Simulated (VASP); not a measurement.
# SiC (F-43m) in VASP: further runs

The runs below take SiC through relaxation of the atoms, with PBE.

All numbers are computed with VASP 6.6.1; they aren't measurements. Logs are shortened: lines on timing, memory, paths and dates and some standing lists are left out, and cuts for length are marked.

## (1) The cell of the first run

The structure is cubic, space group F-43m (No. 216). Conventional cell: a = 4.358 Å, b = 4.358 Å, c = 4.358 Å, α = 90.00°, β = 90.00°, γ = 90.00°. Si (site symmetry -43m) has 4 C at 1.89 Å within 2.5 Å. Within 2.5 Å of C (site symmetry -43m) lie 4 Si at 1.89 Å.

## (2) Relaxation of the atoms, PBE

Contents of INCAR:

```
SYSTEM = SiC
PREC = Accurate
ENCUT = 520
EDIFF = 1E-6
ISMEAR = -1
SIGMA = 0.02
LREAL = .FALSE.
LASPH = .TRUE.
NELM = 60
ALGO = Normal
ISIF = 2
LWAVE = .FALSE.
LCHARG = .FALSE.
GGA = PE
IBRION = 2
NSW = 80
EDIFFG = -0.02
```

Contents of KPOINTS:

```
Automatic mesh
0
G
  17 17 17
  0 0 0
```

Contents of POSCAR:

```
SiC
1.0
    0.0000000000      2.1790000000      2.1790000000
    2.1790000000      0.0000000000      2.1790000000
    2.1790000000      2.1790000000      0.0000000000
Si C
1 1
Direct
    0.0000000000      0.0000000000      0.0000000000
    0.2500000000      0.2500000000      0.2500000000
```

Potentials or basis: VASP PAW PBE potentials, release 64 (Si, C).

The run is started by

```sh
$ cat potpaw_PBE.64/Si/POTCAR potpaw_PBE.64/C/POTCAR > POTCAR
$ mpirun -np 1 vasp_std > vasp.out
```

OUTCAR:

```text
SYSTEM = SiC
   PREC = Accurate
   ENCUT = 520
   EDIFF = 1E-6
   ISMEAR = -1
   LREAL = .FALSE.
   LASPH = .TRUE.
   NELM = 60
   ISIF = 2
   GGA = PE
   IBRION = 2
   NSW = 80
   EDIFFG = -0.02

 ion  position               nearest neighbor table
   1  0.000  0.000  0.000-   2 1.89   2 1.89   2 1.89   2 1.89
   2  0.250  0.250  0.250-   1 1.89   1 1.89   1 1.89   1 1.89

  LATTYP: Found a face centered cubic cell.
 ALAT       =     4.3580000000

  Lattice vectors:

 A1 = (   0.0000000000,   2.1790000000,   2.1790000000)
 A2 = (   2.1790000000,   0.0000000000,   2.1790000000)
 A3 = (   2.1790000000,   2.1790000000,   0.0000000000)

Analysis of symmetry for initial positions (statically):
=====================================================================
 Subroutine PRICEL returns:
 Original cell was already a primitive cell.

 Routine SETGRP: Setting up the symmetry group for a
 face centered cubic supercell.

 Subroutine GETGRP returns: Found 24 space group operations
 (whereof 24 operations were pure point group operations)
 out of a pool of 48 trial point group operations.

The static configuration has the point symmetry T_d .

Analysis of symmetry for dynamics (positions and initial velocities):
=====================================================================
 Subroutine PRICEL returns:
 Original cell was already a primitive cell.

 Routine SETGRP: Setting up the symmetry group for a
 face centered cubic supercell.

 Subroutine GETGRP returns: Found 24 space group operations
 (whereof 24 operations were pure point group operations)
 out of a pool of 48 trial point group operations.

The dynamic configuration has the point symmetry T_d .

 Subroutine INISYM returns: Found 24 space group operations
 (whereof 24 operations are pure point group operations),
 and found     1 'primitive' translations

----------------------------------------------------------------------------------------

                                     Primitive cell

  volume of cell :      20.6920

  direct lattice vectors                    reciprocal lattice vectors
     0.000000000  2.179000000  2.179000000    -0.229463056  0.229463056  0.229463056
     2.179000000  0.000000000  2.179000000     0.229463056 -0.229463056  0.229463056
     2.179000000  2.179000000  0.000000000     0.229463056  0.229463056 -0.229463056

  length of vectors
     3.081571352  3.081571352  3.081571352     0.397441672  0.397441672  0.397441672

  position of ions in fractional coordinates (direct lattice)
     0.000000000  0.000000000  0.000000000
     0.250000000  0.250000000  0.250000000

  ion indices of the primitive-cell ions
   primitive index   ion index
                 1           1
                 2           2

----------------------------------------------------------------------------------------

 KPOINTS: Automatic mesh

Automatic generation of k-mesh.
 Grid dimensions read from file:
 generate k-points for:   17   17   17

 Generating k-lattice:

  Cartesian coordinates                     Fractional coordinates (reciprocal lattice)
    -0.013497827  0.013497827  0.013497827     0.058823529  0.000000000  0.000000000
     0.013497827 -0.013497827  0.013497827     0.000000000  0.058823529  0.000000000
     0.013497827  0.013497827 -0.013497827     0.000000000  0.000000000  0.058823529

  Length of vectors
     0.023378922  0.023378922  0.023378922

  Shift w.r.t. Gamma in fractional coordinates (k-lattice)
     0.000000000  0.000000000  0.000000000

 Subroutine IBZKPT returns following result:
 ===========================================

 Found    165 irreducible k-points:

 Following reciprocal coordinates:
            Coordinates               Weight
  0.000000  0.000000  0.000000      1.000000
  0.058824  0.000000  0.000000      8.000000
  0.117647  0.000000  0.000000      8.000000
  0.176471  0.000000  0.000000      8.000000
  0.235294  0.000000  0.000000      8.000000
  0.294118  0.000000  0.000000      8.000000
[... 16 lines left out ...]
 -0.176471  0.058824  0.000000     24.000000
 -0.117647  0.058824  0.000000     24.000000
 [... further k-points ...]
   k-points           NKPTS =    165   k-points in BZ     NKDIM =    165   number of bands    NBANDS=      8
   number of dos      NEDOS =    301   number of ions     NIONS =      2
   total plane-waves  NPLWV =  13824
   dimension x,y,z NGX =    24 NGY =   24 NGZ =   24
   dimension x,y,z NGXF=    48 NGYF=   48 NGZF=   48
   ions per type =               1   1
   NGX,Y,Z   is equivalent  to a cutoff of  12.95, 12.95, 12.95 a.u.
   NGXF,Y,Z  is equivalent  to a cutoff of  25.90, 25.90, 25.90 a.u.
 SYSTEM =  SiC
   PREC   = accura    normal or accurate (medium, high low for compatibility)
   ISTART =      0    job   : 0-new  1-cont  2-samecut
   ICHARG =      2    charge: 1-file 2-atom 10-const
   ISPIN  =      1    spin polarized calculation?
   LNONCOLLINEAR =      F non collinear calculations
   LSORBIT =      F    spin-orbit coupling
   LASPH  =      T    aspherical Exc in radial PAW
   ENCUT  =  520.0 eV  38.22 Ry    6.18 a.u.   5.73  5.73  5.73*2*pi/ulx,y,z
   NELM   =     60;   NELMIN=  2; NELMDL= -5     # of ELM steps
   EDIFF  = 0.1E-05   stopping-criterion for ELM
   LREAL  =      F    real-space projection
   EDIFFG = -.2E-01   stopping-criterion for IOM
   NSW    =     80    number of steps for IOM
   IBRION =      2    ionic relax: 0-MD 1-quasi-New 2-CG
   NFREE  =      1    steps in history (QN), initial steepest desc. (CG)
   ISIF   =      2    stress and relaxation
   ISYM   =      2    0-nonsym 1-usesym 2-fastsym
   POTIM  = 0.5000    time-step for ionic-motion
   TEBEG  =    0.0;   TEEND  =   0.0 temperature during run
   PSTRESS=    0.0 pullay stress
   NELECT =       8.0000    total number of electrons
   NUPDOWN=      -1.0000    fix difference up-down
   EMIN   =  10.00;   EMAX   =-10.00  energy-range for DOS
   EFERMI =   0.00;   METHOD = LEGACY
   ISMEAR =    -1;   SIGMA  =   0.02  broadening in eV -4-tet -1-fermi 0-gaus
   EFERMI_NEDOS =   21; number of points for ismear=-14 and -15
   IALGO  =     38    algorithm
   IMIX   =      4    mixing-type and parameters
     AMIX     =   0.40;   BMIX     =  1.00
     AMIX_MAG =   1.60;   BMIX_MAG =  1.00
  volume/ion in A,a.u.               =      10.35        69.82
  Fermi-wavevector in a.u.,A,eV,Ry     =   1.192626  2.253736 19.352338  1.422357
  Thomas-Fermi vector in A             =   2.328660
   LORBIT       =      0    0 simple, 1 ext, 2 COOP (PROOUT), +10 PAW based schemes
   GGA     = PE    functional components
   LHFCALC =     F    Hartree Fock is set to
   AEXX    =    0.0000 exact exchange contribution
   IVDW    =     0    specifies the selected vdW correction
   LEPSILON=     F    determine dielectric tensor
   LRPA    =     F    only Hartree local field effects (RPA)
 conjugate gradient relaxation of ions
 non-spin polarized calculation
  energy-cutoff  :      520.00
  volume of cell :       20.69
 maximum number of plane-waves:       568
   NGX = 11   NGY = 11   NGZ = 11

 number of electron       8.0000001 magnetization

 Free energy of the ion-electron system (eV)
  ---------------------------------------------------
  ext. energy  EPLUGINS =         0.00000000
  ---------------------------------------------------
  free energy    TOTEN  =       -15.05786689 eV

  energy without entropy =      -15.05786689  energy(sigma->0) =      -15.05786689

 E-fermi :   8.5043     XC(G=0): -11.3563

 val. band max:        8.1066026515   @ k =   0.0000   0.0000   0.0000
 cond. band min:       9.5046107527   @ k =   0.4706   0.4706   0.0000
 fundamental gap:      1.3980081011
 Fermi energy:         8.5043226914

 k-point     1 :       0.0000    0.0000    0.0000
  band No.  band energies     occupation
      1      -7.2965      2.00000
      2       8.1066      2.00000
      3       8.1066      2.00000
      4       8.1066      2.00000
      5      14.3406      0.00000
      6      15.4143      0.00000
      7      15.4143      0.00000
      8      15.4143      0.00000

 k-point     2 :       0.0588    0.0000    0.0000
  band No.  band energies     occupation
      1      -7.2288      2.00000
      2       7.7272      2.00000
      3       8.0581      2.00000
      4       8.0581      2.00000
      5      14.5009      0.00000
      6      15.4638      0.00000
      7      15.5059      0.00000
      8      15.5059      0.00000

 k-point     3 :       0.1176    0.0000    0.0000
  band No.  band energies     occupation
      1      -7.0265      2.00000
      2       6.7684      2.00000
      3       7.9265      2.00000
      4       7.9265      2.00000
      5      14.5921      0.00000
      6      15.7337      0.00000
      7      15.7337      0.00000
      8      15.8593      0.00000

 k-point     4 :       0.1765    0.0000    0.0000
  band No.  band energies     occupation
      1      -6.6928      2.00000
      2       5.5169      2.00000
      3       7.7447      2.00000
      4       7.7447      2.00000
      5      14.4113      0.00000
      6      15.9633      0.00000
      7      15.9633      0.00000
      8      16.5877      0.00000

 k-point     5 :       0.2353    0.0000    0.0000
  band No.  band energies     occupation
      1      -6.2340      2.00000
      2       4.1584      2.00000
      3       7.5487      2.00000
      4       7.5487      2.00000
      5      14.1588      0.00000
      6      16.0324      0.00000
      7      16.0324      0.00000
      8      17.3063      0.00000

 k-point     6 :       0.2941    0.0000    0.0000
  band No.  band energies     occupation
      1      -5.6626      2.00000
      2       2.8000      2.00000
      3       7.3668      2.00000
      4       7.3668      2.00000
      5      13.9237      0.00000
      6      15.8999      0.00000
      7      15.8999      0.00000
      8      17.8254      0.00000

 k-point     7 :       0.3529    0.0000    0.0000
  band No.  band energies     occupation
      1      -5.0048      2.00000
      2       1.5201      2.00000
      3       7.2184      2.00000
      4       7.2184      2.00000
      5      13.7376      0.00000
      6      15.6723      0.00000
      7      15.6723      0.00000
      8      18.0857      0.00000
[... 133 lines left out ...]
 k-point    20 :      -0.3529    0.0588    0.0000
  band No.  band energies     occupation
      1      -4.7206      2.00000
      2       1.1712      2.00000
      3       6.7175      2.00000
      4       7.2622      2.00000
      5      13.8985      0.00000
      6      15.4953      0.00000
      7      15.6120      0.00000
      8      18.3135      0.00000

 k-point    21 :      -0.2941    0.0588    0.0000
  band No.  band energies     occupation
      1      -5.3942      2.00000
      2       2.3972      2.00000
      3       6.8104      2.00000
      4       7.4559      2.00000
      5      14.0695      0.00000
      6      15.7740      0.00000
      7      15.8039      0.00000
      8      17.9767      0.00000

 k-point    22 :      -0.2353    0.0588    0.0000
  band No.  band energies     occupation
      1      -5.9971      2.00000
      2       3.7231      2.00000
      3       6.9677      2.00000
      4       7.6639      2.00000
      5      14.2891      0.00000
      6      15.8990      0.00000
      7      16.0404      0.00000
      8      17.4657      0.00000

 k-point    23 :      -0.1765    0.0588    0.0000
  band No.  band energies     occupation
      1      -6.4943      2.00000
      2       5.0656      2.00000
      3       7.1810      2.00000
      4       7.8609      2.00000
      5      14.5383      0.00000
      6      15.8701      0.00000
      7      15.9731      0.00000
      8      16.9467      0.00000

 k-point    24 :      -0.1176    0.0588    0.0000
  band No.  band energies     occupation
      1      -6.8700      2.00000
      2       6.3192      2.00000
      3       7.4383      2.00000
      4       8.0136      2.00000
      5      14.7529      0.00000
      6      15.5722      0.00000
      7      15.6940      0.00000
      8      16.4837      0.00000

 [... further k-points ...]

------------------------ aborting loop because EDIFF is reached ----------------------------------------

  FORCE on cell =-STRESS in cart. coord.  units (eV):
  Direction    XX          YY          ZZ          XY          YZ          ZX
  --------------------------------------------------------------------------------------
  -------------------------------------------------------------------------------------
  Total        0.4156691      0.4156691      0.4156691     -0.0000000     -0.0000000     -0.0000000
  in kB       32.1852298     32.1852298     32.1852298     -0.0000000     -0.0000000     -0.0000000
  external PRESSURE =      32.1852298 kB  Pullay stress =       0.0000000 kB

 VOLUME and BASIS-vectors are now :
 -----------------------------------------------------------------------------
  energy-cutoff  :      520.00
  volume of cell :       20.69
      direct lattice vectors                 reciprocal lattice vectors
     0.000000000  2.179000000  2.179000000    -0.229463056  0.229463056  0.229463056
     2.179000000  0.000000000  2.179000000     0.229463056 -0.229463056  0.229463056
     2.179000000  2.179000000  0.000000000     0.229463056  0.229463056 -0.229463056

 POSITION                                       TOTAL-FORCE (eV/Angst)
 -----------------------------------------------------------------------------------
      0.00000      0.00000      0.00000        -0.000000     -0.000000     -0.000000
      1.08950      1.08950      1.08950         0.000000      0.000000      0.000000
 -----------------------------------------------------------------------------------
    total drift:                                0.000000      0.000000      0.000000

  FREE ENERGIE OF THE ION-ELECTRON SYSTEM (eV)
  ---------------------------------------------------
  free  energy   TOTEN  =       -15.0578668871 eV

  energy  without entropy=      -15.0578668871  energy(sigma->0) =      -15.05786689

 reached required accuracy - stopping structural energy minimisation
```

Run time: 12 s. Hardware: 1 thread of Intel Xeon Platinum 8259CL at 2.50GHz (Skylake/Cascade Lake), shared host; peak memory 0.15 GiB.

What came out:

```
Free energy             : -15.0579 eV
Pressure after relaxing : 3.2 GPa
Band gap on the k mesh  : 1.40 eV (least direct gap 4.56 eV)
```

Final structure:
```xyz
2
Lattice="0.0000 2.1790 2.1790 2.1790 0.0000 2.1790 2.1790 2.1790 0.0000" Properties=species:S:1:pos:R:3 pbc="T T T"
Si    0.0000    0.0000    0.0000
C     1.0895    1.0895    1.0895
```

Levels at points of the mesh, in eV from the valence-band top:
```tsv
k point	band 2	band 3	band 4	band 5	band 6	band 7
(0.00, 0.00, 0.00)	0.00	0.00	0.00	6.23	7.31	7.31
```

Caveat: the relaxation stopped at its first step, so nothing moved; an odd mesh through Γ misses points on the zone boundary, where band edges can lie.

(Part 1 of 2 ends here.)
